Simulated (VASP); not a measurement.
Set up this calculation in VASP 6.6.1, as the native input.

| Item | Value |
| --- | --- |
| Task | single point |
| Functional | PBEsol |
| Potentials or basis | VASP PAW PBE potentials, release 64 (Si) |
| Cutoff | 520 eV |
| k mesh | 8 × 8 × 8 |
| Occupations | gaussian, width 0.01 eV |
| Spin | no spin polarisation |
| Dipole correction | no |
| Further INCAR settings | ALGO = Normal; EDIFF = 1e-06; NBANDS = 11 |

The structure of Si lies in POSCAR:

```
Si
1.0
    0.0000000000      2.6813629223      2.6813629223
    2.6813629223      0.0000000000      2.6813629223
    2.6813629223      2.6813629223      0.0000000000
Si
2
Direct
    0.2500000000      0.2500000000      0.2500000000
    0.0000000000      0.0000000000      0.0000000000
```

One way to write it, as run:

INCAR

```
PREC = Accurate
ENCUT = 520
EDIFF = 1E-6
ISMEAR = 0
SIGMA = 0.01
LREAL = F
LASPH = T
NELM = 100
ALGO = Normal
ISIF = 2
LWAVE = F
LCHARG = T
GGA = PS
LELF = T
LVHAR = T
NBANDS = 11
```

KPOINTS

```
regular mesh
0
Gamma
  8 8 8
```

Potentials or basis: VASP PAW PBE potentials, release 64 (Si).

Command:

```sh
$ cat potpaw_PBE.64/Si/POTCAR > POTCAR
$ mpirun -np 1 vasp_std > vasp.out
```

It gave:

```json
{
  "Pressure": "4.2 GPa",
  "Band gap on the k mesh": "0.44 eV, indirect (least direct gap 2.53 eV)"
}
```

Caveat: the PAW data sets were made with another functional, which shifts forces and pressure a little.

Run time: 4.5 s on 1 thread of Intel(R) Xeon(R) 6975P-C (Granite Rapids) (shared host), peak memory 0.15 GiB.
